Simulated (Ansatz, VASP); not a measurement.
**One calculation of Al5Cu, two programs**

The input INCAR:

```
SYSTEM = Al5Cu
PREC = Accurate
ENCUT = 520
EDIFF = 1E-7
ISMEAR = 0
SIGMA = 0.1
LREAL = .FALSE.
LASPH = .TRUE.
NELM = 80
ALGO = Fast
ISIF = 2
LWAVE = .FALSE.
LCHARG = .FALSE.
GGA = PE
NBANDS = 22
```

The input KPOINTS:

```
Automatic mesh
0
G
  18 18 4
  0 0 0
```

The input POSCAR:

```
Al5Cu
1.0
    2.8445971582      0.0000000000      0.0000000000
   -1.4222985791      2.4634934025      0.0000000000
    0.0000000000      0.0000000000     13.3656915117
Al Cu
5 1
Direct
    0.0000000000      0.0000000000      0.0000000000
    0.3333333333      0.6666666667      0.8251470392
    0.6666666667      0.3333333333      0.6507923358
    0.3333333333      0.6666666667      0.3492076642
    0.6666666667      0.3333333333      0.1748529608
    0.0000000000      0.0000000000      0.5000000000
```

Input for Ansatz:

```yaml
crystal:
  lattice:
    - [2.8445971582, 0.0, 0.0]
    - [-1.4222985791, 2.4634934025, 0.0]
    - [0.0, 0.0, 13.3656915117]
  atoms:
    - { symbol: Al, position: [0.0, 0.0, 0.0] }
    - { symbol: Al, position: [0.3333333333, 0.6666666667, 0.8251470392] }
    - { symbol: Al, position: [0.6666666667, 0.3333333333, 0.6507923358] }
    - { symbol: Al, position: [0.3333333333, 0.6666666667, 0.3492076642] }
    - { symbol: Al, position: [0.6666666667, 0.3333333333, 0.1748529608] }
    - { symbol: Cu, position: [0.0, 0.0, 0.5] }
basis:
  ecutwfc: 420
kpoints:
  mp_grid: { grid: [18, 18, 4] }
  band_path:
    path:
      - [[0.0, 0.0, 0.0], [0.5, 0.0, 0.0], [0.33333333, 0.33333333, 0.0], [0.0, 0.0, 0.0], [0.0, 0.0, 0.5], [0.5, 0.0, 0.5], [0.33333333, 0.33333333, 0.5], [0.0, 0.0, 0.5]]
      - [[0.5, 0.0, 0.5], [0.5, 0.0, 0.0]]
      - [[0.33333333, 0.33333333, 0.5], [0.33333333, 0.33333333, 0.0]]
    npoints: 14
hamiltonian:
  xc: pbe
scf:
  occupations: { method: gaussian, width: 0.1 }
  n_extra_bands: 15
output:
  forces: true
  stress: true
  eigenvalues: true
  populations: true
  dos: { projected: true, de: 0.02, nscf_kmesh: { grid: [22, 22, 5] } }
  bader: true
  write_density: true
  write_potential: true
  elf: true
  volumetric_format: npy
```

Alike in both runs: task single point; functional PBE; k mesh 18 × 18 × 4; occupations gaussian, width 0.1 eV; no spin polarisation.

```csv
,VASP,Ansatz
version,VASP 6.6.1,Ansatz 0.2.0
potentials or method,"VASP PAW PBE potentials, release 64 (Al, Cu), cutoff 520 eV","scalar-relativistic, plane waves, PAW"
valence electrons in the cell,26,34
```

```tsv
	VASP	Ansatz	Ansatz less VASP
gap on the k mesh at the Fermi level (eV)	none	none	-
pressure (GPa)	0.1	0.0	-0.03
rms of the force components (eV/Å)	0.007	0.001	-0.0064
```

Atom by atom the forces differ by 0.006 eV/Å (rms over components). A gap of «none» marks a metal or a gap that the smearing closes. VASP's potentials hold 26 valence electrons a cell and Ansatz's 34, so a difference there can come from the potentials and not from the codes.
